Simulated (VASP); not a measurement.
Set up this calculation in VASP 6.6.1, as the native input.

| Quantity | Value |
| --- | --- |
| Task | density of states |
| Functional | PBE |
| Potentials or basis | VASP PAW PBE potentials, release 64 (Ti_sv, C) |
| Cutoff | 520 eV |
| k mesh | 10 × 10 × 10 |
| Occupations | fermi-dirac, width 0.05 eV |
| Spin | no spin polarisation |
| Dipole correction | no |
| k mesh for the DOS | 15 × 15 × 15 |
| Occupations for the DOS | tetrahedron |
| Further INCAR settings | ALGO = Normal; EDIFF = 1e-06; NBANDS = 15 |

The system is TiC.

```xyz
2
Lattice="3.0421 0.0000 0.0000 -1.5210 2.6345 0.0000 0.0000 0.0000 2.6980" Properties=species:S:1:pos:R:3 pbc="T T T"
Ti    0.0000    0.0000    1.3490
C     0.0000    1.7564    0.0000
```

The input as run:

POSCAR

```
TiC
1.0
    3.0420900000      0.0000000000      0.0000000000
   -1.5210400000      2.6345200000      0.0000000000
    0.0000000000      0.0000000000      2.6979700000
Ti C
1 1
Direct
    0.0000000000      0.0000000000      0.5000000000
    0.3333300000      0.6666700000      0.0000000000
```

INCAR.step1

```
PREC     = Accurate       # precision mode
ENCUT    = 520            # plane-wave cutoff, eV
EDIFF    = 1E-6           # SCF threshold, eV
ISMEAR   = -1             # smearing method
SIGMA    = 0.05           # smearing width, eV
LREAL    = False          # projectors in reciprocal space
LASPH    = True           # aspherical terms in the spheres
NELM     = 100            # most SCF steps
ALGO     = Normal         # electronic algorithm
ISIF     = 2              # what is computed and relaxed
LWAVE    = False          # write WAVECAR
LCHARG   = True           # write CHGCAR
LMAXMIX  = 4              # l up to which the mixer works
GGA      = PE             # functional
NBANDS   = 15             # bands
```

KPOINTS.step1

```
Automatic mesh
0
Gamma
  10 10 10
```

INCAR.step2

```
PREC     = Accurate       # precision mode
ENCUT    = 520            # plane-wave cutoff, eV
EDIFF    = 1E-6           # SCF threshold, eV
ISMEAR   = -5             # smearing method
SIGMA    = 0.05           # smearing width, eV
LREAL    = False          # projectors in reciprocal space
LASPH    = True           # aspherical terms in the spheres
NELM     = 100            # most SCF steps
ALGO     = Normal         # electronic algorithm
ISIF     = 2              # what is computed and relaxed
LWAVE    = False          # write WAVECAR
LCHARG   = False          # write CHGCAR
LMAXMIX  = 4              # l up to which the mixer works
GGA      = PE             # functional
LORBIT   = 11             # projections on sites
NBANDS   = 15             # bands
NEDOS    = 2001           # points of the DOS
ICHARG   = 11             # starting density
```

KPOINTS.step2

```
Automatic mesh
0
Gamma
  15 15 15
```

Potentials or basis: VASP PAW PBE potentials, release 64 (Ti_sv, C).

Run with:

```sh
$ cat potpaw_PBE.64/Ti_sv/POTCAR potpaw_PBE.64/C/POTCAR > POTCAR
$ cp INCAR.step1 INCAR
$ cp KPOINTS.step1 KPOINTS
$ mpirun -np 1 vasp_std > vasp.out
$ cp INCAR.step2 INCAR
$ cp KPOINTS.step2 KPOINTS
$ mpirun -np 1 vasp_std > vasp.out
```

It gave:

| Quantity | Value |
| --- | --- |
| Valence electrons inside the program's atomic spheres | Ti 10.37; C 2.36 |

Wall time 43 s on 1 thread of Intel(R) Xeon(R) 6975P-C (Granite Rapids) (shared host), peak memory 0.27 GiB.
